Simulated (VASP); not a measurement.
# TiO2 (P4_2/mnm) in VASP: a series of runs

TiO2 is run at these levels: PBEsol+U, PBE+D4; tasks: single point.

Everything below comes from runs of VASP 6.6.1. Logs are shortened: lines on timing, memory, paths and dates and some standing lists are left out, and cuts for length are marked.

## (1) The cell of the first run

Symmetry: P4_2/mnm, No. 136, tetragonal system. The conventional cell has a = 4.591 Å, b = 4.591 Å, c = 2.969 Å, α = 90.00°, β = 90.00°, γ = 90.00°. Ti (site symmetry mmm) has 6 O at 1.95 to 1.98 Å within 2.6 Å. Within 2.6 Å of O (site symmetry m2m) lie 3 Ti at 1.95 to 1.98 Å and 1 O at 2.53 Å.

## (2) Single point, PBEsol+U

Contents of INCAR:

```
PREC = Accurate
ENCUT = 520
EDIFF = 1E-7
ISMEAR = -1
SIGMA = 0.05
LREAL = F
LASPH = T
NELM = 150
ALGO = Normal
ISIF = 2
LWAVE = F
LCHARG = T
LMAXMIX = 4
LDAU = T
LDAUTYPE = 2
LDAUL = 2 -1
LDAUU = 3 0
LDAUJ = 0 0
LDAUPRINT = 1
GGA = PS
LELF = T
LVHAR = T
NBANDS = 33
```

Contents of KPOINTS:

```
regular mesh
0
Gamma
  6 6 9
```

Contents of POSCAR:

```
TiO2
1.0
    4.5908682213      0.0000000000      0.0000000000
    0.0000000000      4.5908682213      0.0000000000
    0.0000000000      0.0000000000      2.9692150976
Ti O
2 4
Direct
    0.0000000000      0.0000000000      0.5000000000
    0.5000000000      0.5000000000      0.0000000000
    0.3049150243      0.3049150243      0.5000000000
    0.1950849757      0.8049150243      0.0000000000
    0.8049150243      0.1950849757      0.0000000000
    0.6950849757      0.6950849757      0.5000000000
```

Potentials or basis: VASP PAW PBE potentials, release 64 (Ti_sv, O).

Started as:

```
$ cat potpaw_PBE.64/Ti_sv/POTCAR potpaw_PBE.64/O/POTCAR > POTCAR
$ mpirun -np 1 vasp_std > vasp.out
```

OUTCAR:

```text
PREC = Accurate
   ENCUT = 520
   EDIFF = 1E-7
   ISMEAR = -1
   LREAL = F
   LASPH = T
   NELM = 150
   ISIF = 2
   GGA = PS

 ion  position               nearest neighbor table
   1  0.000  0.000  0.500-   4 1.95   5 1.95   4 1.95   5 1.95   3 1.98   6 1.98
   2  0.500  0.500  0.000-   3 1.95   6 1.95   3 1.95   6 1.95   5 1.98   4 1.98
   3  0.305  0.305  0.500-   2 1.95   2 1.95   1 1.98
   4  0.195  0.805  0.000-   1 1.95   1 1.95   2 1.98
   5  0.805  0.195  0.000-   1 1.95   1 1.95   2 1.98
   6  0.695  0.695  0.500-   2 1.95   2 1.95   1 1.98

  LATTYP: Found a simple tetragonal cell.
 ALAT       =     4.5908682213
 C/A-ratio  =     0.6467654819

  Lattice vectors:

 A1 = (   4.5908682213,   0.0000000000,   0.0000000000)
 A2 = (   0.0000000000,   4.5908682213,   0.0000000000)
 A3 = (   0.0000000000,   0.0000000000,   2.9692150976)

Analysis of symmetry for initial positions (statically):
=====================================================================
 Subroutine PRICEL returns:
 Original cell was already a primitive cell.

 Routine SETGRP: Setting up the symmetry group for a
 simple tetragonal supercell.

 Subroutine GETGRP returns: Found 16 space group operations
 (whereof  8 operations were pure point group operations)
 out of a pool of 16 trial point group operations.

The static configuration has the point symmetry D_2h.
 The point group associated with its full space group is D_4h.

Analysis of symmetry for dynamics (positions and initial velocities):
=====================================================================
 Subroutine PRICEL returns:
 Original cell was already a primitive cell.

 Routine SETGRP: Setting up the symmetry group for a
 simple tetragonal supercell.

 Subroutine GETGRP returns: Found 16 space group operations
 (whereof  8 operations were pure point group operations)
 out of a pool of 16 trial point group operations.

The dynamic configuration has the point symmetry D_2h.
 The point group associated with its full space group is D_4h.

 Subroutine INISYM returns: Found 16 space group operations
 (whereof  8 operations are pure point group operations),
 and found     1 'primitive' translations

----------------------------------------------------------------------------------------

                                     Primitive cell

  volume of cell :      62.5794

  direct lattice vectors                    reciprocal lattice vectors
     4.590868221  0.000000000  0.000000000     0.217823721  0.000000000  0.000000000
     0.000000000  4.590868221  0.000000000     0.000000000  0.217823721  0.000000000
     0.000000000  0.000000000  2.969215098     0.000000000  0.000000000  0.336789342

  length of vectors
     4.590868221  4.590868221  2.969215098     0.217823721  0.217823721  0.336789342

  position of ions in fractional coordinates (direct lattice)
     0.000000000  0.000000000  0.500000000
     0.500000000  0.500000000  0.000000000
     0.304915024  0.304915024  0.500000000
     0.195084976  0.804915024  0.000000000
     0.804915024  0.195084976  0.000000000
     0.695084976  0.695084976  0.500000000

  ion indices of the primitive-cell ions
   primitive index   ion index
                 1           1
                 2           2
                 3           3
[... 106 lines left out ...]
   AEXX    =    0.0000 exact exchange contribution
   IVDW    =     0    specifies the selected vdW correction
   LEPSILON=     F    determine dielectric tensor
   LRPA    =     F    only Hartree local field effects (RPA)
 non-spin polarized calculation
  energy-cutoff  :      520.00
  volume of cell :       62.58
 maximum number of plane-waves:      1720
 NGX is ok and might be reduce to    36
   NGX = 17   NGY = 17   NGZ = 11

atom =   1  type =  1  l = 2

 onsite density matrix

spin component  1

  0.1996  0.0000 -0.0751  0.0000 -0.0000
  0.0000  0.1899  0.0000 -0.0847  0.0000
 -0.0751  0.0000  0.1363  0.0000  0.0000
  0.0000 -0.0847  0.0000  0.1899  0.0000
 -0.0000  0.0000  0.0000  0.0000  0.1068

spin component  2

  0.1996  0.0000 -0.0751  0.0000 -0.0000
  0.0000  0.1899  0.0000 -0.0847  0.0000
 -0.0751  0.0000  0.1363  0.0000  0.0000
  0.0000 -0.0847  0.0000  0.1899  0.0000
 -0.0000  0.0000  0.0000  0.0000  0.1068

 occupancies and eigenvectors

  o =  0.0864  v = -0.5529  0.0000 -0.8332  0.0000 -0.0000  0.0000  0.0000  0.0000  0.0000  0.0000      0.0000  0.0000  0.0000  0.0000  0.0000  0.0000  0.0000  0.0000  0.0000  0.0000
  o =  0.0864  v =  0.0000  0.0000  0.0000  0.0000  0.0000 -0.5529  0.0000 -0.8332  0.0000 -0.0000      0.0000  0.0000  0.0000  0.0000  0.0000  0.0000  0.0000  0.0000  0.0000  0.0000
  o =  0.1052  v =  0.0000 -0.7071  0.0000 -0.7071  0.0000  0.0000  0.0000  0.0000  0.0000  0.0000      0.0000  0.0000  0.0000  0.0000  0.0000  0.0000  0.0000  0.0000  0.0000  0.0000
  o =  0.1052  v =  0.0000  0.0000  0.0000  0.0000  0.0000  0.0000 -0.7071  0.0000 -0.7071  0.0000      0.0000  0.0000  0.0000  0.0000  0.0000  0.0000  0.0000  0.0000  0.0000  0.0000
  o =  0.1068  v =  0.0000 -0.0000  0.0000  0.0000 -1.0000  0.0000  0.0000  0.0000  0.0000  0.0000      0.0000  0.0000  0.0000  0.0000  0.0000  0.0000  0.0000  0.0000  0.0000  0.0000
  o =  0.1068  v =  0.0000  0.0000  0.0000  0.0000  0.0000  0.0000 -0.0000  0.0000  0.0000 -1.0000      0.0000  0.0000  0.0000  0.0000  0.0000  0.0000  0.0000  0.0000  0.0000  0.0000
  o =  0.2494  v = -0.8332  0.0000  0.5529  0.0000  0.0000  0.0000  0.0000  0.0000  0.0000  0.0000      0.0000  0.0000  0.0000  0.0000  0.0000  0.0000  0.0000  0.0000  0.0000  0.0000
  o =  0.2494  v =  0.0000  0.0000  0.0000  0.0000  0.0000 -0.8332  0.0000  0.5529  0.0000  0.0000      0.0000  0.0000  0.0000  0.0000  0.0000  0.0000  0.0000  0.0000  0.0000  0.0000
  o =  0.2745  v =  0.0000  0.0000  0.0000  0.0000  0.0000  0.0000 -0.7071  0.0000  0.7071  0.0000      0.0000  0.0000  0.0000  0.0000  0.0000  0.0000  0.0000  0.0000  0.0000  0.0000
  o =  0.2745  v =  0.0000 -0.7071  0.0000  0.7071  0.0000  0.0000  0.0000  0.0000  0.0000  0.0000      0.0000  0.0000  0.0000  0.0000  0.0000  0.0000  0.0000  0.0000  0.0000  0.0000

atom =   2  type =  1  l = 2

 onsite density matrix

spin component  1

  0.1996  0.0000  0.0751  0.0000  0.0000
  0.0000  0.1899  0.0000  0.0847  0.0000
  0.0751  0.0000  0.1363  0.0000 -0.0000
  0.0000  0.0847  0.0000  0.1899  0.0000
  0.0000  0.0000 -0.0000  0.0000  0.1068

spin component  2

  0.1996  0.0000  0.0751  0.0000  0.0000
  0.0000  0.1899  0.0000  0.0847  0.0000
  0.0751  0.0000  0.1363  0.0000 -0.0000
  0.0000  0.0847  0.0000  0.1899  0.0000
  0.0000  0.0000 -0.0000  0.0000  0.1068

 occupancies and eigenvectors

  o =  0.0864  v = -0.5529 -0.0000  0.8332  0.0000  0.0000  0.0000  0.0000  0.0000  0.0000  0.0000      0.0000  0.0000  0.0000  0.0000  0.0000  0.0000  0.0000  0.0000  0.0000  0.0000
  o =  0.0864  v =  0.0000  0.0000  0.0000  0.0000  0.0000 -0.5529 -0.0000  0.8332  0.0000  0.0000      0.0000  0.0000  0.0000  0.0000  0.0000  0.0000  0.0000  0.0000  0.0000  0.0000
  o =  0.1052  v =  0.0000 -0.7071  0.0000  0.7071 -0.0000  0.0000  0.0000  0.0000  0.0000  0.0000      0.0000  0.0000  0.0000  0.0000  0.0000  0.0000  0.0000  0.0000  0.0000  0.0000
  o =  0.1052  v =  0.0000  0.0000  0.0000  0.0000  0.0000  0.0000 -0.7071  0.0000  0.7071 -0.0000      0.0000  0.0000  0.0000  0.0000  0.0000  0.0000  0.0000  0.0000  0.0000  0.0000
  o =  0.1068  v = -0.0000  0.0000  0.0000  0.0000 -1.0000  0.0000  0.0000  0.0000  0.0000  0.0000      0.0000  0.0000  0.0000  0.0000  0.0000  0.0000  0.0000  0.0000  0.0000  0.0000
  o =  0.1068  v =  0.0000  0.0000  0.0000  0.0000  0.0000 -0.0000  0.0000  0.0000  0.0000 -1.0000      0.0000  0.0000  0.0000  0.0000  0.0000  0.0000  0.0000  0.0000  0.0000  0.0000
  o =  0.2494  v = -0.8332 -0.0000 -0.5529  0.0000  0.0000  0.0000  0.0000  0.0000  0.0000  0.0000      0.0000  0.0000  0.0000  0.0000  0.0000  0.0000  0.0000  0.0000  0.0000  0.0000
  o =  0.2494  v =  0.0000  0.0000  0.0000  0.0000  0.0000 -0.8332 -0.0000 -0.5529  0.0000  0.0000      0.0000  0.0000  0.0000  0.0000  0.0000  0.0000  0.0000  0.0000  0.0000  0.0000
  o =  0.2745  v =  0.0000  0.0000  0.0000  0.0000  0.0000  0.0000 -0.7071  0.0000 -0.7071 -0.0000      0.0000  0.0000  0.0000  0.0000  0.0000  0.0000  0.0000  0.0000  0.0000  0.0000
  o =  0.2745  v =  0.0000 -0.7071  0.0000 -0.7071 -0.0000  0.0000  0.0000  0.0000  0.0000  0.0000      0.0000  0.0000  0.0000  0.0000  0.0000  0.0000  0.0000  0.0000  0.0000  0.0000

 number of electron      48.0000023 magnetization

 Free energy of the ion-electron system (eV)
  ---------------------------------------------------
  ext. energy  EPLUGINS =         0.00000000
  ---------------------------------------------------
  free energy    TOTEN  =       -52.04243609 eV

  energy without entropy =      -52.04243609  energy(sigma->0) =      -52.04243609

 E-fermi :   5.9916     XC(G=0): -11.6996

 val. band max:        4.9536708715   @ k =   0.0000   0.0000   0.0000
 cond. band min:       7.1502204719   @ k =   0.0000   0.0000   0.0000
 fundamental gap:      2.1965496003
 Fermi energy:         5.9916428609

 k-point     1 :       0.0000    0.0000    0.0000
  band No.  band energies     occupation
      1     -52.5103      2.00000
      2     -52.4935      2.00000
      3     -28.8885      2.00000
      4     -28.8885      2.00000
      5     -28.7328      2.00000
      6     -28.7328      2.00000
[... 853 lines left out ...]
     32      10.1363      0.00000
     33      11.4622      0.00000

 [... further k-points ...]

------------------------ aborting loop because EDIFF is reached ----------------------------------------

  FORCE on cell =-STRESS in cart. coord.  units (eV):
  Direction    XX          YY          ZZ          XY          YZ          ZX
  --------------------------------------------------------------------------------------
  -------------------------------------------------------------------------------------
  Total        1.3060145      1.3060145      1.6298663     -0.0000000      0.0000000      0.0000000
  in kB       33.4369965     33.4369965     41.7283543     -0.0000000      0.0000000      0.0000000
  external PRESSURE =      36.2007824 kB  Pullay stress =       0.0000000 kB

 VOLUME and BASIS-vectors are now :
 -----------------------------------------------------------------------------
  energy-cutoff  :      520.00
  volume of cell :       62.58
      direct lattice vectors                 reciprocal lattice vectors
     4.590868221  0.000000000  0.000000000     0.217823721  0.000000000  0.000000000
     0.000000000  4.590868221  0.000000000     0.000000000  0.217823721  0.000000000
     0.000000000  0.000000000  2.969215098     0.000000000  0.000000000  0.336789342

 POSITION                                       TOTAL-FORCE (eV/Angst)
 -----------------------------------------------------------------------------------
      0.00000      0.00000      1.48461         0.000000      0.000000      0.000000
      2.29543      2.29543      0.00000         0.000000      0.000000      0.000000
      1.39982      1.39982      1.48461        -0.081998     -0.081998      0.000000
      0.89561      3.69526      0.00000         0.081998     -0.081998      0.000000
      3.69526      0.89561      0.00000        -0.081998      0.081998      0.000000
      3.19104      3.19104      1.48461         0.081998      0.081998      0.000000
 -----------------------------------------------------------------------------------
    total drift:                                0.000000      0.000000     -0.000000

  FREE ENERGIE OF THE ION-ELECTRON SYSTEM (eV)
  ---------------------------------------------------
  free  energy   TOTEN  =       -52.0424360870 eV

  energy  without entropy=      -52.0424360870  energy(sigma->0) =      -52.04243609
```

It took 40 s on 1 thread of Intel Xeon 6975P-C (Granite Rapids), shared host; peak memory 0.22 GiB.

What came out:

| Quantity | Value |
| --- | --- |
| Free energy | -52.0424 eV |
| Pressure | 3.6 GPa |
| Largest force | 0.116 eV/Å |
| Band gap on the k mesh | 2.20 eV |

Forces in eV/Å, atoms in the order of the input:
```
Ti   0.000  0.000  0.000
Ti   0.000  0.000  0.000
O   -0.082 -0.082  0.000
O    0.082 -0.082  0.000
O   -0.082  0.082  0.000
O    0.082  0.082  0.000
```

Levels at points of the mesh, in eV from the valence-band top:
```csv
k point,band 21,band 22,band 23,band 24,band 25,band 26,band 27,band 28
"(0.00, 0.00, 0.00)",-0.80,-0.50,-0.50,0.00,2.20,2.43,2.75,2.82
"(0.50, 0.00, 0.00)",-1.73,-1.73,-0.79,-0.79,2.83,2.83,3.36,3.36
"(0.50, 0.50, 0.00)",-1.44,-1.44,-1.15,-1.15,2.21,2.21,2.84,2.84
```

Eigenvalues of the final occupation matrices:
| site | spin | trace | eigenvalues |
| --- | --- | --- | --- |
| site 1 d | 1 | 0.82 | 0.09 0.11 0.11 0.25 0.27 |
| site 1 d | 2 | 0.82 | 0.09 0.11 0.11 0.25 0.27 |
| site 2 d | 1 | 0.82 | 0.09 0.11 0.11 0.25 0.27 |
| site 2 d | 2 | 0.82 | 0.09 0.11 0.11 0.25 0.27 |

Caveat: the cell stands under pressure; the PAW data sets were made with another functional, which shifts forces and pressure a little; an odd mesh through Γ misses points on the zone boundary, where band edges can lie.

## (3) Single point, PBE+D4

This run uses another cell than the first one, of 9.81 Å³/atom.

Contents of INCAR:

```
SYSTEM = TiO2
PREC = Accurate
ENCUT = 520
EDIFF = 1E-6
ISMEAR = -1
SIGMA = 0.05
LREAL = .FALSE.
LASPH = .TRUE.
NELM = 80
ALGO = Normal
ISIF = 2
LWAVE = .FALSE.
LCHARG = .FALSE.
GGA = PE
IVDW = 13
NBANDS = 33
```

Contents of KPOINTS:

```
regular mesh
0
G
  6 6 9
  0 0 0
```

Contents of POSCAR:

```
TiO2
1.0
    4.5059367448      0.0000000000      0.0000000000
    0.0000000000      4.5059367448      0.0000000000
    0.0000000000      0.0000000000      2.8988044961
Ti O
2 4
Direct
    0.0000000000      0.0000000000      0.5000000000
    0.5000000000      0.5000000000      0.0000000000
    0.3043213200      0.3043213200      0.5000000000
    0.1956786800      0.8043213200      0.0000000000
    0.8043213200      0.1956786800      0.0000000000
    0.6956786800      0.6956786800      0.5000000000
```

Potentials or basis: VASP PAW PBE potentials, release 64 (Ti_sv, O).

Started as:

```
$ cat potpaw_PBE.64/Ti_sv/POTCAR potpaw_PBE.64/O/POTCAR > POTCAR
$ mpirun -np 1 vasp_std > vasp.out
```

It took 41 s on 1 thread of Intel Xeon 6975P-C (Granite Rapids), shared host; peak memory 0.21 GiB.

Results (log left out):

* Free energy: -54.6781 eV
* Pressure: 17.6 GPa
* Largest force: 0.312 eV/Å
* Band gap on the k mesh: 1.99 eV
* Dispersion energy per atom: -0.224 eV

Forces on the atoms (eV/Å):
```
Ti   0.000  0.000  0.000
Ti   0.000  0.000  0.000
O   -0.221 -0.221  0.000
O    0.221 -0.221  0.000
O   -0.221  0.221  0.000
O    0.221  0.221  0.000
```

Stress tensor (GPa, compression positive):
```
16.33  0.00  0.00
 0.00 16.33  0.00
 0.00  0.00 20.10
```

Levels at points of the mesh, in eV from the valence-band top:
| k point | band 21 | band 22 | band 23 | band 24 | band 25 | band 26 | band 27 | band 28 |
| --- | --- | --- | --- | --- | --- | --- | --- | --- |
| (0.00, 0.00, 0.00) | -0.69 | -0.46 | -0.46 | 0.00 | 1.99 | 2.32 | 2.58 | 2.69 |
| (0.50, 0.00, 0.00) | -1.70 | -1.70 | -0.80 | -0.80 | 2.74 | 2.74 | 3.28 | 3.28 |
| (0.50, 0.50, 0.00) | -1.32 | -1.32 | -1.08 | -1.08 | 2.04 | 2.04 | 2.71 | 2.71 |

Caveat: the cell stands under pressure; an odd mesh through Γ misses points on the zone boundary, where band edges can lie.

## (4) Single point, PBE+D4

This run uses another cell than the first one, of 10.02 Å³/atom.

Contents of INCAR:

```
  PREC = Accurate
  ENCUT = 520
  EDIFF = 1E-6
  ISMEAR = -1
  SIGMA = 0.05
  LREAL = False
  LASPH = True
  NELM = 80
  ALGO = Normal
  ISIF = 2
  LWAVE = False
  LCHARG = True
  GGA = PE
  IVDW = 13
  LELF = True
  LVHAR = True
  NBANDS = 33
```

Contents of KPOINTS:

```
Automatic mesh
0
Gamma
  6 6 9
```

POSCAR: that of step 3 with these lines changed.

```diff
@@ -2,5 +2,5 @@
 1.0
-    4.5059367448      0.0000000000      0.0000000000
-    0.0000000000      4.5059367448      0.0000000000
-    0.0000000000      0.0000000000      2.8988044961
+    4.5376697393      0.0000000000      0.0000000000
+    0.0000000000      4.5376697393      0.0000000000
+    0.0000000000      0.0000000000      2.9192192849
 Ti O
```

Started as:

```
$ cat potpaw_PBE.64/Ti_sv/POTCAR potpaw_PBE.64/O/POTCAR > POTCAR
$ mpirun -np 1 vasp_std > vasp.out
```

Wall time 36 s (1 thread of Intel Xeon 6975P-C (Granite Rapids), shared host); peak memory 0.21 GiB.

It converged, with:

```yaml
Free_energy: -54.7933 eV
Pressure: 11.4 GPa
Largest_force: 0.202 eV/Å
Band_gap_on_the_k_mesh: 1.94 eV
Dispersion_energy_per_atom: -0.218 eV
```

Forces in eV/Å, atoms in the order of the input:
```
Ti   0.000  0.000  0.000
Ti   0.000  0.000  0.000
O   -0.143 -0.143  0.000
O    0.143 -0.143  0.000
O   -0.143  0.143  0.000
O    0.143  0.143  0.000
```

Stress tensor (GPa, compression positive):
```
10.71  0.00  0.00
 0.00 10.71  0.00
 0.00  0.00 12.92
```

Levels at points of the mesh, in eV from the valence-band top:
```tsv
k point	band 21	band 22	band 23	band 24	band 25	band 26	band 27	band 28
(0.00, 0.00, 0.00)	-0.70	-0.46	-0.46	0.00	1.94	2.26	2.51	2.61
(0.50, 0.00, 0.00)	-1.68	-1.68	-0.78	-0.78	2.66	2.66	3.18	3.18
(0.50, 0.50, 0.00)	-1.32	-1.32	-1.08	-1.08	1.98	1.98	2.64	2.64
```

Caveat: the cell stands under pressure; an odd mesh through Γ misses points on the zone boundary, where band edges can lie.

## (5) Summary

| level | U | cell | gap on the mesh (eV) | pressure (GPa) | largest force (eV/Å) |
| --- | --- | --- | --- | --- | --- |
| PBEsol+U | Ti d U = 3.0 eV | a = 4.591, b = 4.591, c = 2.969 Å, 6 atoms | 2.20 | 3.6 | 0.12 |
| PBE+D4 | - | a = 4.506, b = 4.506, c = 2.899 Å, 6 atoms | 1.99 | 17.6 | 0.31 |
| PBE+D4 | - | a = 4.538, b = 4.538, c = 2.919 Å, 6 atoms | 1.94 | 11.4 | 0.20 |

Alike in all rows: task single point; potentials or basis VASP PAW PBE potentials, release 64 (Ti_sv, O); no spin polarisation; k mesh 6 × 6 × 9; cutoff (eV) 520; smearing fermi-dirac 0.05 eV.

Caveats: the cell stands under pressure; an odd mesh through Γ misses points on the zone boundary, where band edges can lie; the PAW data sets were made with another functional, which shifts forces and pressure a little (at least some runs).

Total energies depend on the potentials used, so only differences within one code and one set of settings carry meaning.
